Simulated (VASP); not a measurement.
# Sn in VASP: further runs

Aim: see how the results for Sn move with the level of theory and the settings. Levels: PBEsol-based screened hybrid, B3LYP. Tasks: single point.

Program: VASP 6.6.1. These are calculated values, not measurements. Logs are shortened: lines on timing, memory, paths and dates and some standing lists are left out, and cuts for length are marked.

## 1. The cell of the first run

The typed cell holds 1 atom: a = 3.160 Å, b = 3.376 Å, c = 3.374 Å, α = 120.00°, β = 117.91°, γ = 90.02°.

## 2. Single point, PBEsol-based screened hybrid

POSCAR reads:

```
Sn
1.0
   -1.5827130242      1.5858603750      2.2280145509
    1.6838284547     -1.6838396899      2.3928417221
    1.6885719085      1.7862699050     -2.3118355569
Sn
1
Direct
    0.0000000000      0.0000000000      0.0000000000
```

INCAR.step1 reads:

```
SYSTEM = Sn
  ALGO = Normal
  EDIFF = 1E-5
  ENCUT = 520
  GGA = PE
  ISIF = 2
  ISMEAR = -1
  LASPH = .True.
  LCHARG = .False.
  LREAL = .False.
  LUSENCCL = .False.
  LWAVE = .True.
  NBANDS = 13
  NELM = 60
  PREC = Accurate
  SIGMA = 0.05
```

INCAR.step2 reads:

```
SYSTEM = Sn
  AEXX = 0.25
  ALGO = Normal
  EDIFF = 1E-6
  ENCUT = 520
  GGA = PS
  HFSCREEN = 0.207
  ISIF = 2
  ISMEAR = -1
  ISTART = 1
  LASPH = .True.
  LCHARG = .False.
  LHFCALC = .True.
  LREAL = .False.
  LUSENCCL = .False.
  LWAVE = .False.
  NBANDS = 13
  NELM = 60
  PREC = Accurate
  PRECFOCK = Normal
  SIGMA = 0.05
```

KPOINTS reads:

```
k-points
0
Gamma
  5 5 5
  0 0 0
```

Potentials or basis: VASP PAW PBE potentials, release 64 (Sn_d).

Command:

```console
$ cat potpaw_PBE.64/Sn_d/POTCAR > POTCAR
$ cp INCAR.step1 INCAR
$ mpirun -np 1 vasp_std > vasp.out
$ cp INCAR.step2 INCAR
$ mpirun -np 1 vasp_std > vasp.out
```

OUTCAR:

```text
SYSTEM = Sn
   AEXX = 0.25
   EDIFF = 1E-6
   ENCUT = 520
   GGA = PS
   HFSCREEN = 0.207
   ISIF = 2
   ISMEAR = -1
   ISTART = 1
   LASPH = .True.
   LHFCALC = .True.
   LREAL = .False.
   NELM = 60
   PREC = Accurate
   PRECFOCK = Normal

 ion  position               nearest neighbor table
   1  0.000  0.000  0.000-

  LATTYP: Found a triclinic cell.
 ALAT       =     3.3744064524
 B/A-ratio  =     1.4569636347
 C/A-ratio  =     1.0004243980
 COS(alpha) =     0.0000329242
 COS(beta)  =     0.5000577300
 COS(gamma) =     0.7285341489

  Lattice vectors:

 A1 = (  -1.6885719085,  -1.7862699050,   2.3118355569)
 A2 = (  -3.4782592475,  -3.4745604951,   0.0028148408)
 A3 = (   1.6838284547,  -1.6838396899,   2.3928417221)

Analysis of symmetry for initial positions (statically):
=====================================================================
 Subroutine PRICEL returns:
 Original cell was already a primitive cell.

 Routine SETGRP: Setting up the symmetry group for a
 triclinic supercell.

 Subroutine GETGRP returns: Found  2 space group operations
 (whereof  2 operations were pure point group operations)
 out of a pool of  2 trial point group operations.

The static configuration has the point symmetry S_2 .

Analysis of symmetry for dynamics (positions and initial velocities):
=====================================================================
 Subroutine PRICEL returns:
 Original cell was already a primitive cell.

 Routine SETGRP: Setting up the symmetry group for a
 triclinic supercell.

 Subroutine GETGRP returns: Found  2 space group operations
 (whereof  2 operations were pure point group operations)
 out of a pool of  2 trial point group operations.

The dynamic configuration has the point symmetry S_2 .

 Subroutine INISYM returns: Found  2 space group operations
 (whereof  2 operations are pure point group operations),
 and found     1 'primitive' translations

----------------------------------------------------------------------------------------

                                     Primitive cell

  volume of cell :      26.2210

  direct lattice vectors                    reciprocal lattice vectors
    -1.582713024  1.585860375  2.228014551    -0.014549420  0.302551868  0.223143706
     1.683828455 -1.683839690  2.392841722     0.291601264 -0.003935412  0.209945726
     1.688571908  1.786269905 -2.311835557     0.287797005  0.287508834 -0.000201434

  length of vectors
     3.159744054  3.375838544  3.374406452     0.376221254  0.359338270  0.406802761

  position of ions in fractional coordinates (direct lattice)
     0.000000000  0.000000000  0.000000000

  ion indices of the primitive-cell ions
   primitive index   ion index
                 1           1

----------------------------------------------------------------------------------------

 KPOINTS: k-points

Automatic generation of k-mesh.
 Grid dimensions read from file:
 generate k-points for:    5    5    5

 Generating k-lattice:

  Cartesian coordinates                     Fractional coordinates (reciprocal lattice)
    -0.002909884  0.060510374  0.044628741     0.200000000 -0.000000000  0.000000000
     0.058320253 -0.000787082  0.041989145     0.000000000  0.200000000 -0.000000000
     0.057559401  0.057501767 -0.000040287    -0.000000000  0.000000000  0.200000000

  Length of vectors
     0.075244251  0.071867654  0.081360552

  Shift w.r.t. Gamma in fractional coordinates (k-lattice)
     0.000000000  0.000000000  0.000000000

 Subroutine IBZKPT returns following result:
 ===========================================

 Found     63 irreducible k-points:

 Following reciprocal coordinates:
            Coordinates               Weight
  0.000000  0.000000  0.000000      1.000000
  0.200000  0.000000  0.000000      2.000000
  0.400000  0.000000  0.000000      2.000000
  0.000000  0.200000  0.000000      2.000000
  0.200000  0.200000  0.000000      2.000000
  0.400000  0.200000  0.000000      2.000000
[... 16 lines left out ...]
 -0.200000  0.200000  0.200000      2.000000
  0.000000  0.400000  0.200000      2.000000
 [... further k-points ...]
   k-points           NKPTS =     63   k-points in BZ     NKDIM =    125   number of bands    NBANDS=     13
   number of dos      NEDOS =    301   number of ions     NIONS =      1
   total plane-waves  NPLWV =  18816
   dimension x,y,z NGX =    24 NGY =   28 NGZ =   28
   dimension x,y,z NGXF=    48 NGYF=   56 NGZF=   56
   ions per type =               1
   NGX,Y,Z   is equivalent  to a cutoff of  12.63, 13.79, 13.79 a.u.
   NGXF,Y,Z  is equivalent  to a cutoff of  25.25, 27.58, 27.59 a.u.
 SYSTEM =  Sn
   PREC   = accura    normal or accurate (medium, high low for compatibility)
   ISTART =      1    job   : 0-new  1-cont  2-samecut
   ICHARG =      0    charge: 1-file 2-atom 10-const
   ISPIN  =      1    spin polarized calculation?
   LNONCOLLINEAR =      F non collinear calculations
   LSORBIT =      F    spin-orbit coupling
   LASPH  =      T    aspherical Exc in radial PAW
   ENCUT  =  520.0 eV  38.22 Ry    6.18 a.u.   5.88  6.28  6.27*2*pi/ulx,y,z
   NELM   =     60;   NELMIN=  2; NELMDL=  0     # of ELM steps
   EDIFF  = 0.1E-05   stopping-criterion for ELM
   LREAL  =      F    real-space projection
   EDIFFG = 0.1E-04   stopping-criterion for IOM
   NSW    =      0    number of steps for IOM
   IBRION =     -1    ionic relax: 0-MD 1-quasi-New 2-CG
   NFREE  =      0    steps in history (QN), initial steepest desc. (CG)
   ISIF   =      2    stress and relaxation
   ISYM   =      3    0-nonsym 1-usesym 2-fastsym
   POTIM  = 0.5000    time-step for ionic-motion
   TEBEG  =    0.0;   TEEND  =   0.0 temperature during run
   PSTRESS=    0.0 pullay stress
   NELECT =      14.0000    total number of electrons
   NUPDOWN=      -1.0000    fix difference up-down
   EMIN   =  10.00;   EMAX   =-10.00  energy-range for DOS
   EFERMI =   0.00;   METHOD = LEGACY
   ISMEAR =    -1;   SIGMA  =   0.05  broadening in eV -4-tet -1-fermi 0-gaus
   EFERMI_NEDOS =   21; number of points for ismear=-14 and -15
   IALGO  =     38    algorithm
   IMIX   =      1    mixing-type and parameters
     AMIX     =   0.40;   BMIX     =  1.00
     AMIX_MAG =   1.60;   BMIX_MAG =  1.00
  volume/ion in A,a.u.               =      26.22       176.95
  Fermi-wavevector in a.u.,A,eV,Ry     =   1.328111  2.509765 23.999020  1.763878
  Thomas-Fermi vector in A             =   2.457373
   LORBIT       =      0    0 simple, 1 ext, 2 COOP (PROOUT), +10 PAW based schemes
   GGA     = PS    functional components
   LHFCALC =     T    Hartree Fock is set to
   PRECFOCK=normal    Normal, Fast or Accurate (Low or Medium for compatibility)
   ENCUT4O =  -1.0   cutoff for four orbital integrals eV
   NKREDX  =     1    reduce k-point grid by
   NKREDY  =     1    reduce k-point grid by
   NKREDZ  =     1    reduce k-point grid by
   AEXX    =    0.2500 exact exchange contribution
   HFSCREEN=    0.2070 screening length (either q_TF or 0.3 A-1)
   HFSCREENC=   0.2070 screening length for correlation (either q_TF or 0.3 A-1)
   ENCUTFOCK=  -1.0 apply spherical cutoff to Coloumb kernel
   IVDW    =     0    specifies the selected vdW correction
   LEPSILON=     F    determine dielectric tensor
   LRPA    =     F    only Hartree local field effects (RPA)
 non-spin polarized calculation
  energy-cutoff  :      520.00
  volume of cell :       26.22
 maximum number of plane-waves:       715
  NGX = 18; NGY = 20; NGZ = 20

 number of electron      13.9999995 magnetization

 Free energy of the ion-electron system (eV)
  ---------------------------------------------------
  ext. energy  EPLUGINS =         0.00000000
  ---------------------------------------------------
  free energy    TOTEN  =        -4.66387045 eV

  energy without entropy =       -4.65899205  energy(sigma->0) =       -4.66143125

 E-fermi :   8.0916     XC(G=0):  -8.7935

 val. band max:        7.9863232568   @ k =   0.2000   0.0000   0.4000
 cond. band min:       8.1104200926   @ k =   0.2000   0.2000   0.2000
 fundamental gap:      0.1240968359
 Fermi energy:         8.0915928074

 k-point     1 :       0.0000    0.0000    0.0000
  band No.  band energies     occupation
      1     -15.4779      2.00000
      2     -15.4363      2.00000
      3     -15.3818      2.00000
      4     -15.3583      2.00000
      5     -15.3072      2.00000
      6      -4.4303      2.00000
      7      16.3250      0.00000
      8      17.0303      0.00000
      9      18.1886      0.00000
     10      20.2488      0.00000
     11      20.4922      0.00000
     12      20.7827      0.00000
     13      22.3941      0.00000

 k-point     2 :       0.2000    0.0000    0.0000
  band No.  band energies     occupation
      1     -15.4255      2.00000
      2     -15.4079      2.00000
      3     -15.3943      2.00000
      4     -15.3419      2.00000
      5     -15.3187      2.00000
      6      -3.4270      2.00000
      7      12.0486      0.00000
      8      15.6467      0.00000
      9      15.9108      0.00000
     10      18.7474      0.00000
     11      20.9471      0.00000
     12      22.2478      0.00000
     13      23.0935      0.00000

 k-point     3 :       0.4000    0.0000    0.0000
  band No.  band energies     occupation
      1     -15.4330      2.00000
      2     -15.4167      2.00000
      3     -15.4107      2.00000
      4     -15.2820      2.00000
      5     -15.2301      2.00000
      6      -0.4150      2.00000
      7       5.1512      2.00000
      8      14.4999      0.00000
      9      15.1617      0.00000
     10      18.6704      0.00000
     11      19.3171      0.00000
     12      20.1944      0.00000
     13      20.4365      0.00000
[... 305 lines left out ...]
 k-point    23 :      -0.2000    0.2000    0.2000
  band No.  band energies     occupation
      1     -15.4195      2.00000
      2     -15.4053      2.00000
      3     -15.3567      2.00000
      4     -15.3540      2.00000
      5     -15.2857      2.00000
      6      -1.9434      2.00000
      7       9.3827      0.00000
      8      10.7283      0.00000
      9      15.3827      0.00000
     10      18.7842      0.00000
     11      20.8946      0.00000
     12      22.1990      0.00000
     13      22.5060      0.00000

 k-point    24 :       0.0000    0.4000    0.2000
  band No.  band energies     occupation
      1     -15.4906      2.00000
      2     -15.3931      2.00000
      3     -15.3322      2.00000
      4     -15.3045      2.00000
      5     -15.2558      2.00000
      6       0.8818      2.00000
      7       3.8925      2.00000
      8       9.3202      0.00000
      9      15.1472      0.00000
     10      18.0773      0.00000
     11      23.8609      0.00000
     12      23.8998      0.00000
     13      24.8932      0.00000

 [... further k-points ...]
[... 5 lines left out ...]
  --------------------------------------------------------------------------------------
  -------------------------------------------------------------------------------------
  Total       -0.0132339     -0.0123996     -0.0101247      0.0003598      0.0023485     -0.0009121
  in kB       -0.8086276     -0.7576528     -0.6186502      0.0219843      0.1435010     -0.0557346
  external PRESSURE =      -0.7283102 kB  Pullay stress =       0.0000000 kB

 VOLUME and BASIS-vectors are now :
 -----------------------------------------------------------------------------
  energy-cutoff  :      520.00
  volume of cell :       26.22
      direct lattice vectors                 reciprocal lattice vectors
    -1.582713024  1.585860375  2.228014551    -0.014549420  0.302551868  0.223143706
     1.683828455 -1.683839690  2.392841722     0.291601264 -0.003935412  0.209945726
     1.688571908  1.786269905 -2.311835557     0.287797005  0.287508834 -0.000201434

 POSITION                                       TOTAL-FORCE (eV/Angst)
 -----------------------------------------------------------------------------------
      0.00000      0.00000      0.00000         0.000000      0.000000      0.000000
 -----------------------------------------------------------------------------------
    total drift:                               -0.000027      0.000014     -0.000010

  FREE ENERGIE OF THE ION-ELECTRON SYSTEM (eV)
  ---------------------------------------------------
  free  energy   TOTEN  =        -4.6638704548 eV

  energy  without entropy=       -4.6589920514  energy(sigma->0) =       -4.66143125
```

Run time: 29 min. Hardware: 1 × NVIDIA H100 80GB with 1 thread of AMD EPYC 7R13 (Zen 3), shared host; peak memory 1.2 GiB.

What came out:

```yaml
Free_energy: -4.6639 eV
Pressure: -0.1 GPa
Band_gap_on_the_k_mesh: zero (band 7 reaches 16.32 eV, above the bottom of band 8 at 6.98 eV)
```

Caveat: the k points lie up to 0.51 Å⁻¹ apart; the PAW data sets were made with another functional, which shifts forces and pressure a little; spin-orbit coupling is left out, which moves the levels of the heavy elements.

## 3. Single point, B3LYP

This run uses another cell than the first one, of 29.14 Å³/atom, 1.111 times its volume.

POSCAR reads:

```
Sn
1.0
   -1.6391300872      1.6429944170      2.2787251690
    1.7564882985     -1.7563563863      2.4655903186
    1.7523653293      1.8659985410     -2.3733133119
Sn
1
Direct
    0.0000000000      0.0000000000      0.0000000000
```

INCAR.step1 reads:

```
ALGO     = Normal         # electronic algorithm
EDIFF    = 1E-5           # SCF threshold, eV
ENCUT    = 520            # plane-wave cutoff, eV
GGA      = PE             # functional
ISIF     = 2              # what is computed and relaxed
ISMEAR   = -1             # smearing method
LASPH    = True           # aspherical terms in the spheres
LCHARG   = False          # write CHGCAR
LREAL    = False          # projectors in reciprocal space
LWAVE    = True           # write WAVECAR
NBANDS   = 13             # bands
NELM     = 80             # most SCF steps
PREC     = Accurate       # precision mode
SIGMA    = 0.05           # smearing width, eV
```

INCAR.step2 reads:

```
AEXX     = 0.2            # exact-exchange fraction
AGGAC    = 0.81         
AGGAX    = 0.72         
ALDAC    = 0.19         
ALGO     = Normal         # electronic algorithm
EDIFF    = 1E-7           # SCF threshold, eV
ENCUT    = 520            # plane-wave cutoff, eV
GGA      = B3             # functional
ISIF     = 2              # what is computed and relaxed
ISMEAR   = -1             # smearing method
ISTART   = 1            
LASPH    = True           # aspherical terms in the spheres
LCHARG   = False          # write CHGCAR
LHFCALC  = True           # exact exchange
LREAL    = False          # projectors in reciprocal space
LWAVE    = False          # write WAVECAR
NBANDS   = 13             # bands
NELM     = 80             # most SCF steps
PREC     = Accurate       # precision mode
PRECFOCK = Normal       
SIGMA    = 0.05           # smearing width, eV
```

KPOINTS reads:

```
k-points
0
Gamma
  5 5 5
```

Potentials or basis: VASP PAW PBE potentials, release 64 (Sn_d).

Command:

```console
$ cat potpaw_PBE.64/Sn_d/POTCAR > POTCAR
$ cp INCAR.step1 INCAR
$ mpirun -np 1 vasp_std > vasp.out
$ cp INCAR.step2 INCAR
$ mpirun -np 1 vasp_std > vasp.out
```

Wall time 37 min (1 thread of Intel Xeon Platinum 8375C at 2.90GHz (Ice Lake), shared host); peak memory 0.18 GiB.

It converged, with:

```
Free energy            : -3.8768 eV
Pressure               : -0.1 GPa
Band gap on the k mesh : zero (band 7 reaches 14.58 eV, above the bottom of band 8 at 6.22 eV)
```

Levels at points of the mesh, in eV from the Fermi level:
```tsv
k point	band 3	band 4	band 5	band 6	band 7	band 8	band 9	band 10	band 11	band 12
(0.00, 0.00, 0.00)	-23.61	-23.61	-23.56	-12.00	7.14	7.80	8.94	11.79	11.95	12.14
```

Caveat: the k points lie up to 0.49 Å⁻¹ apart; the PAW data sets were made with another functional, which shifts forces and pressure a little; spin-orbit coupling is left out, which moves the levels of the heavy elements.
